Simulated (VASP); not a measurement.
# SiC4 (R-3m) in VASP: notebook

Runs on SiC4. Level: PBE. Tasks: single point.

Program: VASP 6.6.1. These are calculated values, not measurements. Logs are shortened: lines on timing, memory, paths and dates and some standing lists are left out, and cuts for length are marked.

## Step 1: The cell of the first run

The structure is trigonal, space group R-3m (No. 166). The conventional cell has a = 3.376 Å, b = 3.376 Å, c = 16.540 Å, α = 90.00°, β = 90.00°, γ = 120.00°. Si (site symmetry -3m) has 8 C at 2.07 Å within 2.7 Å. Within 2.7 Å of C (site symmetry 3m) lie 3 Si at 2.07 Å and 6 C at 2.39 Å. C (site symmetry 3m) has 1 Si at 2.07 Å and 6 C at 2.39 Å within 2.7 Å.

## Step 2: Single point, PBE, collinear spin (atoms taken out)

The input, INCAR:

```
PREC     = Accurate       # precision mode
ENCUT    = 520            # plane-wave cutoff, eV
EDIFF    = 1E-6           # SCF threshold, eV
ISMEAR   = 0              # smearing method
SIGMA    = 0.1            # smearing width, eV
LREAL    = F              # projectors in reciprocal space
LASPH    = T              # aspherical terms in the spheres
NELM     = 150            # most SCF steps
ALGO     = Normal         # electronic algorithm
ISIF     = 2              # what is computed and relaxed
LWAVE    = F              # write WAVECAR
LCHARG   = F              # write CHGCAR
ISPIN    = 2              # spin polarisation
MAGMOM   = 0 1 1 1 1      # initial moments
LORBIT   = 11             # projections on sites
GGA      = PE             # functional
NBANDS   = 22             # bands
```

The input, KPOINTS:

```
regular mesh
0
Gamma
  6 6 6
```

The input, POSCAR:

```
SiC4
1.0
    1.6881273200      0.9746407600      5.5134007400
   -1.6881273200      0.9746407600      5.5134007400
    0.0000000000     -1.9492815300      5.5134007400
Si C
1 4
Direct
    0.0000000000      0.0000000000      0.0000000000
    0.6250000000      0.6250000000      0.6250000000
    0.1250000000      0.1250000000      0.1250000000
    0.8750000000      0.8750000000      0.8750000000
    0.3750000000      0.3750000000      0.3750000000
```

Potentials or basis: VASP PAW PBE potentials, release 64 (Si, C).

Launch:

```sh
> cat potpaw_PBE.64/Si/POTCAR potpaw_PBE.64/C/POTCAR > POTCAR
> mpirun -np 1 vasp_std > vasp.out
```

OUTCAR:

```text
PREC = Accurate
   ENCUT = 520
   EDIFF = 1E-6
   ISMEAR = 0
   LREAL = F
   LASPH = T
   NELM = 150
   ISIF = 2
   ISPIN = 2
   LORBIT = 11
   GGA = PE

 ion  position               nearest neighbor table
   1  0.000  0.000  0.000-   3 2.07   4 2.07   2 2.07   2 2.07   5 2.07   5 2.07   2 2.07   5 2.07

   2  0.625  0.625  0.625-   1 2.07   1 2.07   1 2.07
   3  0.125  0.125  0.125-   1 2.07
   4  0.875  0.875  0.875-   1 2.07
   5  0.375  0.375  0.375-   1 2.07   1 2.07   1 2.07

  LATTYP: Found a trigonal (rhomboedric) cell.
 ALAT       =     5.8478445755
 COS(alpha) =     0.8333333332

  Lattice vectors:

 A1 = (   1.6881273200,   0.9746407600,   5.5134007400)
 A2 = (  -1.6881273200,   0.9746407600,   5.5134007400)
 A3 = (   0.0000000000,  -1.9492815300,   5.5134007400)

Analysis of symmetry for initial positions (statically):
=====================================================================
 Subroutine PRICEL returns:
 Original cell was already a primitive cell.

 Routine SETGRP: Setting up the symmetry group for a
 trigonal (rhombohedral) supercell.

 Subroutine GETGRP returns: Found 12 space group operations
 (whereof 12 operations were pure point group operations)
 out of a pool of 12 trial point group operations.

The static configuration has the point symmetry D_3d.

Analysis of symmetry for dynamics (positions and initial velocities):
=====================================================================
 Subroutine PRICEL returns:
 Original cell was already a primitive cell.

 Routine SETGRP: Setting up the symmetry group for a
 trigonal (rhombohedral) supercell.

 Subroutine GETGRP returns: Found 12 space group operations
 (whereof 12 operations were pure point group operations)
 out of a pool of 12 trial point group operations.

The dynamic configuration has the point symmetry D_3d.

Analysis of structural, dynamic, and magnetic symmetry:
=====================================================================
 Subroutine PRICEL returns:
 Original cell was already a primitive cell.

 Routine SETGRP: Setting up the symmetry group for a
 trigonal (rhombohedral) supercell.

 Subroutine GETGRP returns: Found 12 space group operations
 (whereof 12 operations were pure point group operations)
 out of a pool of 12 trial point group operations.

The overall configuration has the point symmetry D_3d.

 Subroutine INISYM returns: Found 12 space group operations
 (whereof 12 operations are pure point group operations),
 and found     1 'primitive' translations

----------------------------------------------------------------------------------------

                                     Primitive cell

  volume of cell :      54.4278

  direct lattice vectors                    reciprocal lattice vectors
     1.688127320  0.974640760  5.513400740     0.296186191  0.171003177  0.060458753
    -1.688127320  0.974640760  5.513400740    -0.296186191  0.171003177  0.060458753
     0.000000000 -1.949281530  5.513400740     0.000000000 -0.342006353  0.060458753

  length of vectors
     5.847844576  5.847844576  5.847844578     0.347309094  0.347309094  0.347309094

  position of ions in fractional coordinates (direct lattice)
     0.000000000  0.000000000  0.000000000
     0.625000000  0.625000000  0.625000000
     0.125000000  0.125000000  0.125000000
     0.875000000  0.875000000  0.875000000
     0.375000000  0.375000000  0.375000000

  ion indices of the primitive-cell ions
   primitive index   ion index
                 1           1
                 2           2
                 3           3
                 4           4
                 5           5

----------------------------------------------------------------------------------------

 KPOINTS: regular mesh

Automatic generation of k-mesh.
 Grid dimensions read from file:
 generate k-points for:    6    6    6

 Generating k-lattice:

  Cartesian coordinates                     Fractional coordinates (reciprocal lattice)
     0.049364365  0.028500529  0.010076459     0.166666667  0.000000000  0.000000000
    -0.049364365  0.028500529  0.010076459     0.000000000  0.166666667  0.000000000
     0.000000000 -0.057001059  0.010076459     0.000000000  0.000000000  0.166666667

  Length of vectors
     0.057884849  0.057884849  0.057884849

  Shift w.r.t. Gamma in fractional coordinates (k-lattice)
     0.000000000  0.000000000  0.000000000

 Subroutine IBZKPT returns following result:
 ===========================================

 Found     32 irreducible k-points:

 Following reciprocal coordinates:
            Coordinates               Weight
  0.000000  0.000000  0.000000      1.000000
  0.166667  0.000000 -0.000000      6.000000
  0.333333 -0.000000 -0.000000      6.000000
  0.500000  0.000000  0.000000      3.000000
  0.166667  0.166667 -0.000000      6.000000
  0.333333  0.166667  0.000000     12.000000
[... 16 lines left out ...]
  0.500000  0.500000  0.166667      6.000000
 -0.333333  0.500000  0.166667     12.000000
 [... further k-points ...]
   k-points           NKPTS =     32   k-points in BZ     NKDIM =     32   number of bands    NBANDS=     22
   number of dos      NEDOS =    301   number of ions     NIONS =      5
   total plane-waves  NPLWV = 110592
   dimension x,y,z NGX =    48 NGY =   48 NGZ =   48
   dimension x,y,z NGXF=    96 NGYF=   96 NGZF=   96
   ions per type =               1   4
   NGX,Y,Z   is equivalent  to a cutoff of  13.65, 13.65, 13.65 a.u.
   NGXF,Y,Z  is equivalent  to a cutoff of  27.29, 27.29, 27.29 a.u.
 SYSTEM =  unknown system
   PREC   = accura    normal or accurate (medium, high low for compatibility)
   ISTART =      0    job   : 0-new  1-cont  2-samecut
   ICHARG =      2    charge: 1-file 2-atom 10-const
   ISPIN  =      2    spin polarized calculation?
   LNONCOLLINEAR =      F non collinear calculations
   LSORBIT =      F    spin-orbit coupling
   LASPH  =      T    aspherical Exc in radial PAW
   ENCUT  =  520.0 eV  38.22 Ry    6.18 a.u.  10.87 10.87 10.87*2*pi/ulx,y,z
   NELM   =    150;   NELMIN=  2; NELMDL= -5     # of ELM steps
   EDIFF  = 0.1E-05   stopping-criterion for ELM
   LREAL  =      F    real-space projection
   EDIFFG = 0.1E-04   stopping-criterion for IOM
   NSW    =      0    number of steps for IOM
   IBRION =     -1    ionic relax: 0-MD 1-quasi-New 2-CG
   NFREE  =      0    steps in history (QN), initial steepest desc. (CG)
   ISIF   =      2    stress and relaxation
   ISYM   =      2    0-nonsym 1-usesym 2-fastsym
   POTIM  = 0.5000    time-step for ionic-motion
   TEBEG  =    0.0;   TEEND  =   0.0 temperature during run
   PSTRESS=    0.0 pullay stress
   NELECT =      20.0000    total number of electrons
   NUPDOWN=      -1.0000    fix difference up-down
   EMIN   =  10.00;   EMAX   =-10.00  energy-range for DOS
   EFERMI =   0.00;   METHOD = LEGACY
   ISMEAR =     0;   SIGMA  =   0.10  broadening in eV -4-tet -1-fermi 0-gaus
   EFERMI_NEDOS =   21; number of points for ismear=-14 and -15
   IALGO  =     38    algorithm
   IMIX   =      4    mixing-type and parameters
     AMIX     =   0.40;   BMIX     =  1.00
     AMIX_MAG =   1.60;   BMIX_MAG =  1.00
  volume/ion in A,a.u.               =      10.89        73.46
  Fermi-wavevector in a.u.,A,eV,Ry     =   1.172586  2.215866 18.707432  1.374957
  Thomas-Fermi vector in A             =   2.309012
   LORBIT       =     11    0 simple, 1 ext, 2 COOP (PROOUT), +10 PAW based schemes
   GGA     = PE    functional components
   LHFCALC =     F    Hartree Fock is set to
   AEXX    =    0.0000 exact exchange contribution
   IVDW    =     0    specifies the selected vdW correction
   LEPSILON=     F    determine dielectric tensor
   LRPA    =     F    only Hartree local field effects (RPA)
 spin polarized calculation
 Gauss-broadening in eV      SIGMA  =   0.10
  energy-cutoff  :      520.00
  volume of cell :       54.43
 maximum number of plane-waves:      1494
 NGX is ok and might be reduce to    48
   NGX = 21   NGY = 21   NGZ = 21

 number of electron      20.0000000 magnetization      -0.0001533

 number of electron      20.0000000 magnetization       0.0000793

 Free energy of the ion-electron system (eV)
  ---------------------------------------------------
  ext. energy  EPLUGINS =         0.00000000
  ---------------------------------------------------
  free energy    TOTEN  =       -27.20793312 eV

  energy without entropy =      -27.20209123  energy(sigma->0) =      -27.20501218

 E-fermi :   4.8798     XC(G=0): -10.7828

 val. band max:        4.7646483206   @ k =   0.0000   0.0000   0.0000
 cond. band min:       4.8973259776   @ k =   0.5000   0.5000   0.3333
 fundamental gap:      0.1326776570
 Fermi energy:         4.8797553414

 spin component 1

 k-point     1 :       0.0000    0.0000    0.0000
  band No.  band energies     occupation
      1     -11.0630      1.00000
      2      -6.3533      1.00000
      3      -5.6414      1.00000
      4       0.7349      1.00000
      5       2.3540      1.00000
      6       2.3540      1.00000
[... 14 lines left out ...]
     21      16.8359      0.00000
     22      16.8359      0.00000

 k-point     2 :       0.1667    0.0000   -0.0000
  band No.  band energies     occupation
      1     -10.6521      1.00000
      2      -6.1966      1.00000
      3      -5.2443      1.00000
      4      -1.0589      1.00000
      5       0.2195      1.00000
      6       1.1090      1.00000
[... 14 lines left out ...]
     21      16.6991      0.00000
     22      17.4614      0.00000
[... 523 lines left out ...]
     21      16.9885      0.00000
     22      19.1605      0.00000

 k-point    24 :      -0.3333    0.5000    0.1667
  band No.  band energies     occupation
      1      -8.1165      1.00000
      2      -6.1953      1.00000
      3      -5.5231      1.00000
      4      -4.0796      1.00000
      5      -1.2191      1.00000
      6       0.2000      1.00000
[... 14 lines left out ...]
     21      17.9136      0.00000
     22      18.0127      0.00000

 [... further k-points ...]

 spin component 2

 k-point     1 :       0.0000    0.0000    0.0000
  band No.  band energies     occupation
      1     -11.0629      1.00000
      2      -6.3532      1.00000
      3      -5.6413      1.00000
      4       0.7349      1.00000
      5       2.3540      1.00000
      6       2.3540      1.00000
[... 14 lines left out ...]
     21      16.8360      0.00000
     22      16.8360      0.00000

 k-point     2 :       0.1667    0.0000   -0.0000
  band No.  band energies     occupation
      1     -10.6521      1.00000
      2      -6.1965      1.00000
      3      -5.2443      1.00000
      4      -1.0589      1.00000
      5       0.2195      1.00000
      6       1.1091      1.00000
[... 14 lines left out ...]
     21      16.6992      0.00000
     22      17.4615      0.00000
[... 523 lines left out ...]
     21      16.9885      0.00000
     22      19.1606      0.00000

 k-point    24 :      -0.3333    0.5000    0.1667
  band No.  band energies     occupation
      1      -8.1164      1.00000
      2      -6.1953      1.00000
      3      -5.5230      1.00000
      4      -4.0796      1.00000
      5      -1.2190      1.00000
      6       0.2000      1.00000
[... 14 lines left out ...]
     21      17.9136      0.00000
     22      18.0128      0.00000

 [... further k-points ...]
[... 5 lines left out ...]
  --------------------------------------------------------------------------------------
  -------------------------------------------------------------------------------------
  Total       -7.8943540     -7.8943540     -7.6713870      0.0000000      0.0000000      0.0000000
  in kB     -232.3842006   -232.3842010   -225.8207746      0.0000000      0.0000001      0.0000000
  external PRESSURE =    -230.1963921 kB  Pullay stress =       0.0000000 kB

 VOLUME and BASIS-vectors are now :
 -----------------------------------------------------------------------------
  energy-cutoff  :      520.00
  volume of cell :       54.43
      direct lattice vectors                 reciprocal lattice vectors
     1.688127320  0.974640760  5.513400740     0.296186191  0.171003177  0.060458753
    -1.688127320  0.974640760  5.513400740    -0.296186191  0.171003177  0.060458753
     0.000000000 -1.949281530  5.513400740     0.000000000 -0.342006353  0.060458753

 POSITION                                       TOTAL-FORCE (eV/Angst)
 -----------------------------------------------------------------------------------
      0.00000      0.00000      0.00000         0.000000     -0.000000     -0.000000
      0.00000     -0.00000     10.33763         0.000000      0.000000     -1.238785
      0.00000     -0.00000      2.06753         0.000000     -0.000000      0.639528
      0.00000     -0.00000     14.47268         0.000000      0.000000     -0.639528
      0.00000     -0.00000      6.20258         0.000000     -0.000000      1.238785
 -----------------------------------------------------------------------------------
    total drift:                                0.000000     -0.000000      0.000000

  FREE ENERGIE OF THE ION-ELECTRON SYSTEM (eV)
  ---------------------------------------------------
  free  energy   TOTEN  =       -27.2079331166 eV

  energy  without entropy=      -27.2020912345  energy(sigma->0) =      -27.20501218

 total charge

# of ion       s       p       d       tot
------------------------------------------
    1        0.662   0.832   0.000   1.495
    2        0.962   1.230   0.000   2.192
    3        1.015   1.005   0.000   2.020
    4        1.015   1.005   0.000   2.020
    5        0.962   1.230   0.000   2.192
--------------------------------------------------
tot          4.616   5.302   0.000   9.918

 magnetization (x)

# of ion       s       p       d       tot
------------------------------------------
    1        0.000   0.000   0.000   0.000
    2        0.000  -0.000   0.000  -0.000
    3        0.000   0.000   0.000   0.000
    4        0.000   0.000   0.000   0.000
    5        0.000  -0.000   0.000  -0.000
--------------------------------------------------
tot          0.000   0.000   0.000   0.000
```

Run time: 96 s. Hardware: 1 thread of Intel Xeon 6975P-C (Granite Rapids), shared host; peak memory 0.41 GiB.

Results:

| Item | Value |
| --- | --- |
| Free energy | -27.2079 eV |
| Pressure | -23.0 GPa |
| Largest force | 1.239 eV/Å |
| Band gap on the k mesh | zero (filled and empty bands overlap) |
| Net moment | 0.00 μB per cell |
| Valence electrons inside the program's atomic spheres | Si 1.50; C 2.19, 2.02 (each value once) |

Forces on the atoms (eV/Å):
```
Si   0.000  0.000  0.000
C    0.000  0.000 -1.239
C    0.000  0.000  0.640
C    0.000  0.000 -0.640
C    0.000  0.000  1.239
```

Caveat: the k points lie up to 0.36 Å⁻¹ apart; the cell differs from its parent crystal (atoms taken out); semilocal functionals underestimate gaps, so a narrow gap can read as zero; forces of over 1 eV/Å act on the atoms, so gaps and moduli don't describe the material at rest.

## Step 3: Single point, PBE, collinear spin (atoms taken out)

The input, INCAR:

```
SYSTEM = SiC4
PREC     = Accurate       ! precision mode
ENCUT    = 520            ! plane-wave cutoff, eV
EDIFF    = 1E-7           ! SCF threshold, eV
ISMEAR   = 0              ! smearing method
SIGMA    = 0.1            ! smearing width, eV
LREAL    = .FALSE.        ! projectors in reciprocal space
LASPH    = .TRUE.         ! aspherical terms in the spheres
NELM     = 150            ! most SCF steps
ALGO     = Normal         ! electronic algorithm
ISIF     = 2              ! what is computed and relaxed
LWAVE    = .FALSE.        ! write WAVECAR
LCHARG   = .FALSE.        ! write CHGCAR
ISPIN    = 2              ! spin polarisation
MAGMOM   = 0 1 1 1 1      ! initial moments
LORBIT   = 11             ! projections on sites
GGA      = PE             ! functional
NBANDS   = 22             ! bands
```

The input, KPOINTS:

```
Automatic mesh
0
G
  6 6 6
  0 0 0
```

The input, POSCAR:

```
SiC4
1.0
    1.3041803615      0.7529688828      9.4775156536
   -1.3041803615      0.7529688828      9.4775156536
    0.0000000000     -1.5059377656      9.4775156536
Si C
1 4
Direct
    0.0000000000      0.0000000000      0.0000000000
    0.6250806302      0.6250806302      0.6250806302
    0.1666647679      0.1666647679      0.1666647679
    0.8333352321      0.8333352321      0.8333352321
    0.3749193698      0.3749193698      0.3749193698
```

Potentials or basis: VASP PAW PBE potentials, release 64 (Si, C).

Launch:

```sh
> cat potpaw_PBE.64/Si/POTCAR potpaw_PBE.64/C/POTCAR > POTCAR
> mpirun -np 1 vasp_std > vasp.out
```

It took 12 min on 1 thread of Intel Xeon 6975P-C (Granite Rapids), shared host; peak memory 0.96 GiB.

It converged, with:

* Free energy: -33.9097 eV
* Pressure: 0.7 GPa
* Largest force: 0.074 eV/Å
* Net moment: 0.48 μB per cell
* Site moments: Si +0.02; C +0.12, +0.00 (each value once) μB
* Valence electrons inside the program's atomic spheres: Si 1.75; C 2.31, 2.45 (each value once)

Forces in eV/Å, atoms in the order of the input:
```
Si   0.000  0.000  0.000
C    0.000  0.000 -0.074
C    0.000  0.000  0.006
C    0.000  0.000 -0.006
C    0.000  0.000  0.074
```

Stress tensor (GPa, compression positive):
```
0.74 0.00 0.00
0.00 0.74 0.00
0.00 0.00 0.58
```

Levels at points of the mesh, in eV from the Fermi level:
Spin up:
| k point | band 6 | band 7 | band 8 | band 9 | band 10 | band 11 | band 12 | band 13 | band 14 | band 15 |
| --- | --- | --- | --- | --- | --- | --- | --- | --- | --- | --- |
| (0.00, 0.00, 0.00) | -3.09 | -3.09 | -1.10 | 1.95 | 1.95 | 2.78 | 2.78 | 6.12 | 7.27 | 7.27 |
| (0.50, 0.00, 0.00) | -6.16 | -5.96 | -1.97 | -1.26 | -0.98 | -0.39 | 1.20 | 1.76 | 5.83 | 6.69 |
| (0.50, 0.50, 0.00) | -6.16 | -5.96 | -1.97 | -1.30 | -0.98 | -0.34 | 1.20 | 1.74 | 5.82 | 6.78 |
| (0.50, 0.50, 0.50) | -3.09 | -3.09 | -1.31 | 1.95 | 1.95 | 2.78 | 2.78 | 7.03 | 7.27 | 7.27 |
Spin down:
| k point | band 7 | band 8 | band 9 | band 10 | band 11 | band 12 |
| --- | --- | --- | --- | --- | --- | --- |
| (0.00, 0.00, 0.00) | -3.08 | -0.64 | 2.14 | 2.14 | 2.99 | 2.99 |
| (0.50, 0.00, 0.00) | -5.96 | -1.94 | -0.83 | -0.75 | 0.08 | 1.39 |
| (0.50, 0.50, 0.00) | -5.96 | -1.94 | -0.83 | -0.79 | 0.15 | 1.39 |
| (0.50, 0.50, 0.50) | -3.08 | -0.86 | 2.14 | 2.14 | 2.99 | 2.99 |

Caveat: the k points lie up to 0.47 Å⁻¹ apart; the cell differs from its parent crystal (atoms taken out).

(Continued in part 2 of 2.)
